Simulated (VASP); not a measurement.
A run of VASP 6.6.1 is set up as follows.

File INCAR:

```
  PREC = Accurate
  ENCUT = 520
  EDIFF = 1E-6
  ISMEAR = 0
  SIGMA = 0.05
  LREAL = F
  LASPH = T
  NELM = 100
  ALGO = Normal
  ISIF = 2
  LWAVE = F
  LCHARG = F
  GGA = PE
  NBANDS = 20
```

File KPOINTS:

```
regular mesh
0
Gamma
  12 12 4
```

Contents of POSCAR:

```
SnSe2
1.0
    3.8092883659      0.0000000000      0.0000000000
   -1.9046441830      3.2989404952      0.0000000000
    0.0000000000      0.0000000000      7.2190569861
Sn Se
1 2
Direct
    0.0000000000      0.0000000000      0.0000000000
    0.3333333333      0.6666666667      0.2281493097
    0.6666666667      0.3333333333      0.7718506903
```

Potentials or basis: VASP PAW PBE potentials, release 64 (Sn_d, Se).

Launch:

```console
$ cat potpaw_PBE.64/Sn_d/POTCAR potpaw_PBE.64/Se/POTCAR > POTCAR
$ mpirun -np 1 vasp_std > vasp.out
```

Task: Estimate the largest force.

Result: 0.289 eV/Å.

Task: What does it give for the band gap on the k mesh?

Result: 0.50 eV (least direct gap 0.95 eV).

Forces in eV/Å, atoms in the order of the input:
```
Sn   0.000  0.000  0.000
Se   0.000  0.000 -0.289
Se   0.000  0.000  0.289
```

Caveat: spin-orbit coupling is left out, which moves the levels of the heavy elements. A k mesh can miss the band edges.
